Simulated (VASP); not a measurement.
# NaTa3O3 (I4mm) in VASP: single point with PBE

Aim: the single point of NaTa3O3 with PBE.

Everything below comes from runs of VASP 6.6.1. Logs are shortened: lines on timing, memory, paths and dates and some standing lists are left out, and cuts for length are marked.

### Step 1. The cell of the first run

It takes space group I4mm (No. 107, tetragonal). Conventional cell: a = 4.387 Å, b = 4.387 Å, c = 8.907 Å, α = 90.00°, β = 90.00°, γ = 90.00°. Within 2.9 Å of Na (site symmetry 4mm) lie 5 O at 2.19 to 2.65 Å. Within 3.0 Å of Ta (site symmetry 4mm) lie 5 O at 2.26 to 2.31 Å and 4 Ta at 2.81 Å. Ta (site symmetry 2mm) has 4 O at 2.17 to 2.28 Å and 2 Ta at 2.81 Å within 2.9 Å. Within 2.9 Å of O (site symmetry 2mm) lie 4 Ta at 2.17 to 2.28 Å and 2 Na at 2.19 Å and 2 O at 2.82 Å. Within 2.9 Å of O (site symmetry 4mm) lie 5 Ta at 2.23 to 2.31 Å and 1 Na at 2.65 Å and 4 O at 2.82 Å.

### Step 2. Single point, PBE, collinear spin

File INCAR:

```
SYSTEM = NaTa3O3
PREC = Accurate ; ENCUT = 520
EDIFF = 1E-6 ; ISMEAR = 0
SIGMA = 0.1 ; LREAL = .False.
LASPH = .True. ; NELM = 150
ALGO = Normal ; ISIF = 2
LWAVE = .False. ; LCHARG = .False.
ISPIN = 2 ; MAGMOM = 0 1 1 1 0 0 0
LORBIT = 11 ; LMAXMIX = 4
GGA = PE ; NBANDS = 42
```

File KPOINTS:

```
regular mesh
0
Gamma
  6 6 6
  0 0 0
```

File POSCAR:

```
NaTa3O3
1.0
   -2.1935227032      2.1935227032      4.4535587025
    2.1935227032     -2.1935227032      4.4535587025
    2.1935227032      2.1935227032     -4.4535587025
Na Ta O
1 3 3
Direct
    0.9854839608      0.9854839608      0.0000000000
    0.5417481234      0.5417481234      0.0000000000
    0.2381828193      0.7381828193      0.5000000000
    0.7381828193      0.2381828193      0.5000000000
    0.9817364615      0.4817364615      0.5000000000
    0.4817364615      0.9817364615      0.5000000000
    0.2829293542      0.2829293542      0.0000000000
```

Potentials or basis: VASP PAW PBE potentials, release 64 (Na_pv, Ta_pv, O).

The run is started by

```console
$ cat potpaw_PBE.64/Na_pv/POTCAR potpaw_PBE.64/Ta_pv/POTCAR potpaw_PBE.64/O/POTCAR > POTCAR
$ mpirun -np 1 vasp_std > vasp.out
```

OUTCAR:

```text
SYSTEM = NaTa3O3
   PREC = Accurate
   ENCUT = 520
   EDIFF = 1E-6
   ISMEAR = 0
   LREAL = .False.
   LASPH = .True.
   NELM = 150
   ISIF = 2
   ISPIN = 2
   LORBIT = 11
   GGA = PE

 ion  position               nearest neighbor table
   1  0.985  0.985  0.000-   5 2.19   6 2.19   5 2.19   6 2.19   4 3.11   3 3.11   3 3.11   4 3.11
                             2 3.14   2 3.14   2 3.14   2 3.14   3 3.14   4 3.14   3 3.14   4 3.14
   2  0.542  0.542  0.000-   5 2.26   6 2.26   6 2.26   5 2.26   7 2.31   3 2.81   4 2.81   4 2.81
                             3 2.81   1 3.14   1 3.14   1 3.14   1 3.14   4 3.48   4 3.48   3 3.48
   3  0.238  0.738  0.500-   6 2.17   7 2.23   7 2.23   5 2.28   2 2.81   2 2.81   4 3.10   4 3.10
                             4 3.10   4 3.10   1 3.11   1 3.11   1 3.14   1 3.14   2 3.48   2 3.48
   4  0.738  0.238  0.500-   5 2.17   7 2.23   7 2.23   6 2.28   2 2.81   2 2.81   3 3.10   3 3.10
                             3 3.10   3 3.10   1 3.11   1 3.11   1 3.14   1 3.14   2 3.48   2 3.48
   5  0.982  0.482  0.500-   4 2.17   1 2.19   1 2.19   2 2.26   2 2.26   3 2.28
   6  0.482  0.982  0.500-   3 2.17   1 2.19   1 2.19   2 2.26   2 2.26   4 2.28
   7  0.283  0.283  0.000-   3 2.23   4 2.23   3 2.23   4 2.23   2 2.31

  LATTYP: Found a body centered tetragonal cell.
 ALAT       =     4.3870454064
 C/A-ratio  =     2.0303225930

  Lattice vectors:

 A1 = (  -2.1935227032,   2.1935227032,   4.4535587025)
 A2 = (   2.1935227032,  -2.1935227032,   4.4535587025)
 A3 = (   2.1935227032,   2.1935227032,  -4.4535587025)

Analysis of symmetry for initial positions (statically):
=====================================================================
 Subroutine PRICEL returns:
 Original cell was already a primitive cell.

 Routine SETGRP: Setting up the symmetry group for a
 body centered tetragonal supercell.

 Subroutine GETGRP returns: Found  8 space group operations
 (whereof  8 operations were pure point group operations)
 out of a pool of 16 trial point group operations.

The static configuration has the point symmetry C_4v.

Analysis of symmetry for dynamics (positions and initial velocities):
=====================================================================
 Subroutine PRICEL returns:
 Original cell was already a primitive cell.

 Routine SETGRP: Setting up the symmetry group for a
 body centered tetragonal supercell.

 Subroutine GETGRP returns: Found  8 space group operations
 (whereof  8 operations were pure point group operations)
 out of a pool of 16 trial point group operations.

The dynamic configuration has the point symmetry C_4v.

Analysis of structural, dynamic, and magnetic symmetry:
=====================================================================
 Subroutine PRICEL returns:
 Original cell was already a primitive cell.

 Routine SETGRP: Setting up the symmetry group for a
[... 164 lines left out ...]
  energy without entropy =      -60.98761775  energy(sigma->0) =      -60.99690170

 E-fermi :   7.1107     XC(G=0): -12.1844

 val. band max:        7.0992830661   @ k =   0.3333   0.0000  -0.0000
 cond. band min:       7.1222453365   @ k =   0.5000   0.5000   0.0000
 fundamental gap:      0.0229622704
 Fermi energy:         7.1107225368

 spin component 1

 k-point     1 :       0.0000    0.0000    0.0000
  band No.  band energies     occupation
      1     -28.8386      1.00000
      2     -28.8283      1.00000
      3     -28.8283      1.00000
      4     -28.6390      1.00000
      5     -28.6390      1.00000
      6     -28.6129      1.00000
[... 1045 lines left out ...]
     40      11.3158      0.00000
     41      12.3769      0.00000

 [... further k-points ...]

 spin component 2

 k-point     1 :       0.0000    0.0000    0.0000
  band No.  band energies     occupation
      1     -28.8383      1.00000
      2     -28.8281      1.00000
      3     -28.8281      1.00000
      4     -28.6387      1.00000
      5     -28.6387      1.00000
      6     -28.6127      1.00000
[... 1045 lines left out ...]
     40      11.3159      0.00000
     41      12.3770      0.00000

 [... further k-points ...]

 [bands above 41 left out]

------------------------ aborting loop because EDIFF is reached ----------------------------------------

  FORCE on cell =-STRESS in cart. coord.  units (eV):
  Direction    XX          YY          ZZ          XY          YZ          ZX
  --------------------------------------------------------------------------------------
  -------------------------------------------------------------------------------------
  Total       -0.0065477     -0.0065477     -0.0305652      0.0000000      0.0000000      0.0000000
  in kB       -0.1223908     -0.1223908     -0.5713291      0.0000000      0.0000000      0.0000000
  external PRESSURE =      -0.2720369 kB  Pullay stress =       0.0000000 kB

 VOLUME and BASIS-vectors are now :
 -----------------------------------------------------------------------------
  energy-cutoff  :      520.00
  volume of cell :       85.71
      direct lattice vectors                 reciprocal lattice vectors
    -2.193522703  2.193522703  4.453558702     0.000000000  0.227943845  0.112269767
     2.193522703 -2.193522703  4.453558702     0.227943845  0.000000000  0.112269767
     2.193522703  2.193522703 -4.453558702     0.227943845  0.227943845  0.000000000

 POSITION                                       TOTAL-FORCE (eV/Angst)
 -----------------------------------------------------------------------------------
      0.00000      0.00000      8.77782         0.000000      0.000000     -0.038495
      0.00000      0.00000      4.82541        -0.000000     -0.000000      0.068156
      2.19352      0.00000      2.12152        -0.000000      0.000000     -0.034513
      0.00000      2.19352      2.12152         0.000000     -0.000000     -0.034513
      0.00000      2.19352      4.29088         0.000000      0.000000      0.022879
      2.19352      0.00000      4.29088        -0.000000     -0.000000      0.022879
      0.00000      0.00000      2.52008         0.000000      0.000000     -0.006393
 -----------------------------------------------------------------------------------
    total drift:                               -0.000001     -0.000001      0.000037

  FREE ENERGIE OF THE ION-ELECTRON SYSTEM (eV)
  ---------------------------------------------------
  free  energy   TOTEN  =       -61.0061856460 eV

  energy  without entropy=      -60.9876177453  energy(sigma->0) =      -60.99690170

 total charge

# of ion       s       p       d       tot
------------------------------------------
    1        0.089   6.049   0.000   6.138
    2        0.314   6.172   2.324   8.810
    3        0.309   6.157   2.350   8.816
    4        0.309   6.157   2.350   8.816
    5        1.549   3.488   0.000   5.037
    6        1.549   3.488   0.000   5.037
    7        1.549   3.481   0.000   5.030
--------------------------------------------------
tot          5.667  34.992   7.023  47.682

 magnetization (x)

# of ion       s       p       d       tot
------------------------------------------
    1       -0.000   0.000   0.000   0.000
    2        0.000   0.000   0.000   0.000
    3        0.000   0.000   0.000   0.000
    4        0.000   0.000   0.000   0.000
    5        0.000   0.000   0.000   0.000
    6        0.000   0.000   0.000   0.000
    7       -0.000  -0.000   0.000  -0.000
--------------------------------------------------
tot          0.000   0.000   0.000   0.000
```

stdout:

```text
POSCAR found type information on POSCAR NaTaO
 POSCAR found :  3 types and       7 ions
 scaLAPACK will be used
 LDA part: xc-table for (Slater+PW92), standard interpolation
 POSCAR, INCAR and KPOINTS ok, starting setup
 FFT: planning ... GRIDC
 FFT: planning ... GRID_SOFT
 FFT: planning ... GRID
 WAVECAR not read
 entering main loop
```

Wall time 8.3 min (1 thread of Oxide Virtual Turin-like, shared host); peak memory 0.34 GiB.

Results:

```
Free energy                                           : -61.0062 eV
Pressure                                              : 0.0 GPa
Largest force                                         : 0.068 eV/Å
Band gap on the k mesh                                : zero (filled and empty bands overlap)
Net moment                                            : 0.00 μB per cell
Valence electrons inside the program's atomic spheres : Na 6.14; Ta 8.81, 8.82 (each value once); O 5.04, 5.03 (each value once)
```

Forces in eV/Å, atoms in the order of the input:
```
Na   0.000  0.000 -0.038
Ta   0.000  0.000  0.068
Ta   0.000  0.000 -0.035
Ta   0.000  0.000 -0.035
O    0.000  0.000  0.023
O    0.000  0.000  0.023
O    0.000  0.000 -0.006
```

Caveat: spin-orbit coupling is left out, which moves the levels of the heavy elements.

The gap in the log of VASP goes by the Fermi energy; the results here count the filled bands.